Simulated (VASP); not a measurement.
Input of a VASP 6.6.1 run:

Contents of POSCAR:

```
TlBr
1.0
    3.9949064678      0.0000000000      0.0000000000
    0.0000000000      3.9949064678      0.0000000000
    0.0000000000      0.0000000000      3.9949064678
Tl Br
1 1
Direct
    0.0000000000      0.0000000000      0.0000000000
    0.5000000000      0.5000000000      0.5000000000
```

INCAR.step1

```
SYSTEM = TlBr
PREC = Accurate
ENCUT = 400
EDIFF = 1E-5
ISMEAR = 0
SIGMA = 0.01
LREAL = .False.
LASPH = .True.
NELM = 120
ALGO = Normal
ISIF = 2
LWAVE = .True.
LCHARG = .False.
NBANDS = 17
GGA = PE
GGA_COMPAT = .False.
```

INCAR.step2

```
SYSTEM = TlBr
PREC = Accurate
ENCUT = 400
EDIFF = 1E-6
ISMEAR = 0
SIGMA = 0.01
LREAL = .False.
LASPH = .True.
NELM = 120
ALGO = Normal
ISIF = 2
LWAVE = .False.
LCHARG = .False.
GGA = PE
LHFCALC = .True.
AEXX = 0.2
HFSCREEN = 0.3
PRECFOCK = Normal
NBANDS = 17
ISTART = 1
GGA_COMPAT = .False.
```

File KPOINTS:

```
Automatic mesh
0
Gamma
  4 4 4
  0 0 0
```

Potentials or basis: VASP PAW PBE potentials, release 64 (Tl_d, Br).

Run with:

```bash
$ cat potpaw_PBE.64/Tl_d/POTCAR potpaw_PBE.64/Br/POTCAR > POTCAR
$ cp INCAR.step1 INCAR
$ mpirun -np 1 vasp_std > vasp.out
$ cp INCAR.step2 INCAR
$ mpirun -np 1 vasp_std > vasp.out
```

Q: Estimate the pressure.

A: 0.7 GPa.

Q: Predict the band gap on the k mesh.

A: 2.31 eV, direct.

Caveat: the PAW data sets were made with another functional, which shifts forces and pressure a little; spin-orbit coupling is left out, which moves the levels of the heavy elements. A k mesh can miss the band edges.
